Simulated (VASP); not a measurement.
# Ag (Fmmm) in VASP: single point with PBEsol

Aim: the single point of Ag with PBEsol.

Everything below comes from runs of VASP 6.6.1. Logs are shortened: lines on timing, memory, paths and dates and some standing lists are left out, and cuts for length are marked.

## Step 1: The cell of the first run

Symmetry: Fmmm, No. 69, orthorhombic system. Conventional cell: a = 2.914 Å, b = 4.741 Å, c = 10.191 Å, α = 90.00°, β = 90.00°, γ = 90.00°. Ag (site symmetry mm2) has 11 Ag at 2.70 to 3.37 Å within 3.6 Å.

## Step 2: Single point, PBEsol

File INCAR:

```
SYSTEM = Ag
PREC = Accurate
ENCUT = 520
EDIFF = 1E-6
ISMEAR = 0
SIGMA = 0.1
LREAL = .FALSE.
LASPH = .TRUE.
NELM = 100
ALGO = Normal
ISIF = 2
LWAVE = .FALSE.
LCHARG = .FALSE.
GGA = PS
NBANDS = 30
```

File KPOINTS:

```
Automatic mesh
0
G
  6 6 4
  0 0 0
```

File POSCAR:

```
Ag
1.0
    1.4568033869     -5.0954605158      0.0000000000
    1.4568033869      5.0954605158      0.0000000000
    0.0000000000      0.0000000000      4.7406262251
Ag
4
Direct
    0.1326324174      0.8673675826      1.0000000442
    0.6326324174      0.3673675826      0.4999999558
    0.8673675826      0.1326324174     -0.0000000442
    0.3673675826      0.6326324174      0.5000000442
```

Potentials or basis: VASP PAW PBE potentials, release 64 (Ag).

Started as:

```bash
cat potpaw_PBE.64/Ag/POTCAR > POTCAR
mpirun -np 1 vasp_std > vasp.out
```

OUTCAR:

```text
SYSTEM = Ag
   PREC = Accurate
   ENCUT = 520
   EDIFF = 1E-6
   ISMEAR = 0
   LREAL = .FALSE.
   LASPH = .TRUE.
   NELM = 100
   ISIF = 2
   GGA = PS

 ion  position               nearest neighbor table
   1  0.133  0.867  0.000-   3 2.70   2 2.78   2 2.78   2 2.78   2 2.78   3 2.80   3 2.80   4 3.37
                             4 3.37
   2  0.633  0.367  0.500-   4 2.70   1 2.78   1 2.78   1 2.78   1 2.78   4 2.80   4 2.80   3 3.37
                             3 3.37
   3  0.867  0.133  1.000-   1 2.70   4 2.78   4 2.78   4 2.78   4 2.78   1 2.80   1 2.80   2 3.37
                             2 3.37
   4  0.367  0.633  0.500-   2 2.70   3 2.78   3 2.78   3 2.78   3 2.78   2 2.80   2 2.80   1 3.37
                             1 3.37

  LATTYP: Found a base centered orthorhombic cell.
 ALAT       =     2.9136067738
 B/A-ratio  =     3.4976995260
 C/A-ratio  =     1.6270645263

  Lattice vectors:

 A1 = (   1.4568033869,  -5.0954605158,   0.0000000000)
 A2 = (   1.4568033869,   5.0954605158,   0.0000000000)
 A3 = (   0.0000000000,   0.0000000000,   4.7406262251)

Analysis of symmetry for initial positions (statically):
=====================================================================
 Subroutine PRICEL returns following result:

  LATTYP: Found a face centered orthorhombic cell.
 ALAT       =     2.9136067738
 B/A-ratio  =     1.6270645263
 C/A-ratio  =     3.4976995260

  Lattice vectors:

 A1 = (   0.0000000000,  -5.0954605158,   2.3703126935)
 A2 = (   1.4568033869,  -5.0954605158,  -0.0000008381)
 A3 = (   1.4568033869,   0.0000000000,   2.3703126935)

   2 primitive cells build up your supercell.

 Routine SETGRP: Setting up the symmetry group for a
 base centered orthorhombic supercell.

 Subroutine GETGRP returns: Found  8 space group operations
 (whereof  8 operations were pure point group operations)
 out of a pool of  8 trial point group operations.

The static configuration has the point symmetry D_2h.

Analysis of symmetry for dynamics (positions and initial velocities):
=====================================================================
 Subroutine PRICEL returns following result:

  LATTYP: Found a face centered orthorhombic cell.
 ALAT       =     2.9136067738
 B/A-ratio  =     1.6270645263
 C/A-ratio  =     3.4976995260

  Lattice vectors:

 A1 = (   0.0000000000,  -5.0954605158,   2.3703126935)
 A2 = (   1.4568033869,  -5.0954605158,  -0.0000008381)
 A3 = (   1.4568033869,   0.0000000000,   2.3703126935)

   2 primitive cells build up your supercell.

 Routine SETGRP: Setting up the symmetry group for a
 base centered orthorhombic supercell.

 Subroutine GETGRP returns: Found  8 space group operations
 (whereof  8 operations were pure point group operations)
 out of a pool of  8 trial point group operations.

The dynamic configuration has the point symmetry D_2h.

 Subroutine INISYM returns: Found  8 space group operations
 (whereof  8 operations are pure point group operations),
 and found     2 'primitive' translations

----------------------------------------------------------------------------------------

                                     Primitive cell

  volume of cell :      35.1901

  direct lattice vectors                    reciprocal lattice vectors
     0.000000000 -5.095460516  2.370312693    -0.343217153 -0.098126575  0.210942595
     1.456803387 -5.095460516 -0.000000838     0.343217153 -0.098126540 -0.210942595
     1.456803387  0.000000000  2.370312693     0.343217275  0.098126540  0.210942595

  length of vectors
     5.619795382  5.299622060  2.782203870     0.414636730  0.414636722  0.414636822

  position of ions in fractional coordinates (direct lattice)
     0.132632485  0.132632350  0.867367650
     0.867367692  0.867367473  0.132632527

  ion indices of the primitive-cell ions
   primitive index   ion index
                 1           1
                 2           3

----------------------------------------------------------------------------------------

 KPOINTS: Automatic mesh

Automatic generation of k-mesh.
 Grid dimensions read from file:
 generate k-points for:    6    6    4

 Generating k-lattice:

  Cartesian coordinates                     Fractional coordinates (reciprocal lattice)
     0.057202869 -0.016354426  0.000000000     0.166666667  0.000000000  0.000000000
     0.057202869  0.016354426  0.000000000     0.000000000  0.166666667  0.000000000
     0.000000000  0.000000000  0.052735649     0.000000000  0.000000000  0.250000000

  Length of vectors
     0.059494836  0.059494836  0.052735649

  Shift w.r.t. Gamma in fractional coordinates (k-lattice)
     0.000000000  0.000000000  0.000000000

 Subroutine IBZKPT returns following result:
 ===========================================

 Found     39 irreducible k-points:

 Following reciprocal coordinates:
            Coordinates               Weight
  0.000000  0.000000  0.000000      1.000000
  0.166667  0.000000  0.000000      4.000000
  0.333333  0.000000  0.000000      4.000000
  0.500000 -0.000000  0.000000      2.000000
  0.166667  0.166667  0.000000      2.000000
  0.333333  0.166667  0.000000      4.000000
[... 16 lines left out ...]
  0.333333  0.333333  0.250000      4.000000
  0.500000  0.333333  0.250000      8.000000
 [... further k-points ...]
   k-points           NKPTS =     39   k-points in BZ     NKDIM =     39   number of bands    NBANDS=     30
   number of dos      NEDOS =    301   number of ions     NIONS =      4
   total plane-waves  NPLWV =  57600
   dimension x,y,z NGX =    40 NGY =   40 NGZ =   36
   dimension x,y,z NGXF=    80 NGYF=   80 NGZF=   72
   ions per type =               4
   NGX,Y,Z   is equivalent  to a cutoff of  12.55, 12.55, 12.62 a.u.
   NGXF,Y,Z  is equivalent  to a cutoff of  25.10, 25.10, 25.25 a.u.
 SYSTEM =  Ag
   PREC   = accura    normal or accurate (medium, high low for compatibility)
   ISTART =      0    job   : 0-new  1-cont  2-samecut
   ICHARG =      2    charge: 1-file 2-atom 10-const
   ISPIN  =      1    spin polarized calculation?
   LNONCOLLINEAR =      F non collinear calculations
   LSORBIT =      F    spin-orbit coupling
   LASPH  =      T    aspherical Exc in radial PAW
   ENCUT  =  520.0 eV  38.22 Ry    6.18 a.u.   9.85  9.85  8.81*2*pi/ulx,y,z
   NELM   =    100;   NELMIN=  2; NELMDL= -5     # of ELM steps
   EDIFF  = 0.1E-05   stopping-criterion for ELM
   LREAL  =      F    real-space projection
   EDIFFG = 0.1E-04   stopping-criterion for IOM
   NSW    =      0    number of steps for IOM
   IBRION =     -1    ionic relax: 0-MD 1-quasi-New 2-CG
   NFREE  =      0    steps in history (QN), initial steepest desc. (CG)
   ISIF   =      2    stress and relaxation
   ISYM   =      2    0-nonsym 1-usesym 2-fastsym
   POTIM  = 0.5000    time-step for ionic-motion
   TEBEG  =    0.0;   TEEND  =   0.0 temperature during run
   PSTRESS=    0.0 pullay stress
   NELECT =      44.0000    total number of electrons
   NUPDOWN=      -1.0000    fix difference up-down
   EMIN   =  10.00;   EMAX   =-10.00  energy-range for DOS
   EFERMI =   0.00;   METHOD = LEGACY
   ISMEAR =     0;   SIGMA  =   0.10  broadening in eV -4-tet -1-fermi 0-gaus
   EFERMI_NEDOS =   21; number of points for ismear=-14 and -15
   IALGO  =     38    algorithm
   IMIX   =      4    mixing-type and parameters
     AMIX     =   0.40;   BMIX     =  1.00
     AMIX_MAG =   1.60;   BMIX_MAG =  1.00
  volume/ion in A,a.u.               =      17.60       118.74
  Fermi-wavevector in a.u.,A,eV,Ry     =   1.399831  2.645298 26.660992  1.959528
  Thomas-Fermi vector in A             =   2.522852
   LORBIT       =      0    0 simple, 1 ext, 2 COOP (PROOUT), +10 PAW based schemes
   GGA     = PS    functional components
   LHFCALC =     F    Hartree Fock is set to
   AEXX    =    0.0000 exact exchange contribution
   IVDW    =     0    specifies the selected vdW correction
   LEPSILON=     F    determine dielectric tensor
   LRPA    =     F    only Hartree local field effects (RPA)
 non-spin polarized calculation
 Gauss-broadening in eV      SIGMA  =   0.10
  energy-cutoff  :      520.00
  volume of cell :       70.38
 maximum number of plane-waves:      1914
   NGX = 19   NGY = 19   NGZ = 17

 number of electron      44.0000004 magnetization

 Free energy of the ion-electron system (eV)
  ---------------------------------------------------
  ext. energy  EPLUGINS =         0.00000000
  ---------------------------------------------------
  free energy    TOTEN  =       -12.63900799 eV

  energy without entropy =      -12.63145651  energy(sigma->0) =      -12.63523225

 E-fermi :   7.8472     XC(G=0): -12.1876

 val. band max:        7.8091785590   @ k =   0.1667   0.0000   0.0000
 cond. band min:       7.8961068276   @ k =   0.5000   0.3333   0.2500
 fundamental gap:      0.0869282685
 Fermi energy:         7.8471718175

 k-point     1 :       0.0000    0.0000    0.0000
  band No.  band energies     occupation
      1       0.1910      2.00000
      2       1.5085      2.00000
      3       1.5299      2.00000
      4       1.6669      2.00000
      5       1.7672      2.00000
      6       2.1094      2.00000
[... 22 lines left out ...]
     29      19.4972      0.00000
     30      20.4703      0.00000

 k-point     2 :       0.1667    0.0000    0.0000
  band No.  band energies     occupation
      1       0.7829      2.00000
      2       1.7293      2.00000
      3       1.9308      2.00000
      4       1.9982      2.00000
      5       2.1080      2.00000
      6       2.2943      2.00000
[... 22 lines left out ...]
     29      17.8401      0.00000
     30      18.8520      0.00000

 k-point     3 :       0.3333    0.0000    0.0000
  band No.  band energies     occupation
      1       1.9311      2.00000
      2       2.2769      2.00000
      3       2.3268      2.00000
      4       2.4894      2.00000
      5       2.4992      2.00000
      6       2.5015      2.00000
[... 682 lines left out ...]
     29      17.6871      0.00000
     30      18.1654      0.00000

 k-point    24 :       0.5000    0.3333    0.2500
  band No.  band energies     occupation
      1       1.7989      2.00000
      2       1.9123      2.00000
      3       2.0292      2.00000
      4       2.2769      2.00000
      5       2.3846      2.00000
      6       2.3900      2.00000
[... 22 lines left out ...]
     29      19.0428      0.00000
     30      19.6982      0.00000

 [... further k-points ...]

------------------------ aborting loop because EDIFF is reached ----------------------------------------

  FORCE on cell =-STRESS in cart. coord.  units (eV):
  Direction    XX          YY          ZZ          XY          YZ          ZX
  --------------------------------------------------------------------------------------
  -------------------------------------------------------------------------------------
  Total       -0.0885999     -0.1104678     -0.0644160     -0.0000000      0.0000000      0.0000000
  in kB       -2.0169424     -2.5147580     -1.4664058     -0.0000000      0.0000000      0.0000000
  external PRESSURE =      -1.9993687 kB  Pullay stress =       0.0000000 kB

 VOLUME and BASIS-vectors are now :
 -----------------------------------------------------------------------------
  energy-cutoff  :      520.00
  volume of cell :       70.38
      direct lattice vectors                 reciprocal lattice vectors
     1.456803387 -5.095460516  0.000000000     0.343217214 -0.098126558  0.000000000
     1.456803387  5.095460516  0.000000000     0.343217214  0.098126558  0.000000000
     0.000000000  0.000000000  4.740626225     0.000000000  0.000000000  0.210942595

 POSITION                                       TOTAL-FORCE (eV/Angst)
 -----------------------------------------------------------------------------------
      1.45680      3.74381      0.00000         0.000000     -0.001364      0.000000
      1.45680     -1.35165      2.37031         0.000000     -0.001364      0.000000
      1.45680     -3.74381      4.74063         0.000000      0.001364      0.000000
      1.45680      1.35165      2.37031         0.000000      0.001364      0.000000
 -----------------------------------------------------------------------------------
    total drift:                                0.000000     -0.000000      0.000000

  FREE ENERGIE OF THE ION-ELECTRON SYSTEM (eV)
  ---------------------------------------------------
  free  energy   TOTEN  =       -12.6390079916 eV

  energy  without entropy=      -12.6314565115  energy(sigma->0) =      -12.63523225
```

Wall time 81 s (1 thread of Intel Xeon Platinum 8375C at 2.90GHz (Ice Lake), shared host); peak memory 0.25 GiB.

Results:

```yaml
Free_energy: -12.6390 eV
Pressure: -0.2 GPa
Band_gap_on_the_k_mesh: zero (bands 22 and 23 overlap by 5.27 eV)
```

Stress tensor (GPa, compression positive):
```
-0.20  0.00  0.00
 0.00 -0.25  0.00
 0.00  0.00 -0.15
```

Levels at points of the mesh, in eV from the Fermi level:
```
           k point  band 19  band 20  band 21  band 22  band 23  band 24  band 25  band 26
(0.00, 0.00, 0.00)    -2.65    -2.58    -2.46    -0.97    -0.33     2.26     3.57     5.06
(0.50, 0.00, 0.00)    -2.88    -2.88    -0.29    -0.29     2.66     2.66     6.60     6.60
(0.50, 0.50, 0.00)    -3.03    -2.77    -2.69    -2.54     1.95     2.67     4.01     4.01
(0.00, 0.00, 0.50)    -3.47    -3.47    -3.46    -3.46     2.14     2.14     2.87     2.87
(0.50, 0.00, 0.50)    -2.72    -2.72     0.20     0.20     1.92     1.92     3.24     3.24
(0.50, 0.50, 0.50)    -2.90    -2.90    -2.64    -2.64    -2.41    -2.41     9.97     9.97
```

Caveat: the k points lie up to 0.37 Å⁻¹ apart, too coarse for converged energies and pressures of a metal; the PAW data sets were made with another functional, which shifts forces and pressure a little.
